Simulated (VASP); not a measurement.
Mn, 2 atoms in the cell. Symmetry: P6_3/mmc, No. 194, hexagonal system. Conventional cell: a = 2.484 Å, b = 2.484 Å, c = 4.026 Å, α = 90.00°, β = 90.00°, γ = 120.00°. Within 3.3 Å of Mn (site symmetry -6m2) lie 12 Mn at 2.47 to 2.48 Å. This isn't the form of Mn at room conditions, which is a 58-atom cubic cell.

```yaml
Program: VASP 6.6.1
Task: single point
Functional: PBE
Potentials_or_basis: VASP PAW PBE potentials, release 64 (Mn_pv)
Cutoff: 520 eV
k_mesh: 12 × 12 × 7
Occupations: gaussian, width 0.021 eV
Spin: collinear spin, ferromagnetic start
Starting_moments: "[4.0, 4.0] μB"
Dipole_correction: no
Further_INCAR_settings: ALGO = Normal; EDIFF = 1e-07; NBANDS = 24
```

Potentials or basis: VASP PAW PBE potentials, release 64 (Mn_pv).

Launch:

```sh
$ cat potpaw_PBE.64/Mn_pv/POTCAR > POTCAR
$ mpirun -np 1 vasp_std > vasp.out
```

Hardware: 1 thread of Intel Xeon 8259CL (shared host).

**Question.** Estimate the wall time of this run.

**Answer.** Wall time 92 s on 1 thread of Intel Xeon 8259CL, on a shared host, peak memory 0.17 GiB. Counts: scf iterations 16, k points 76.
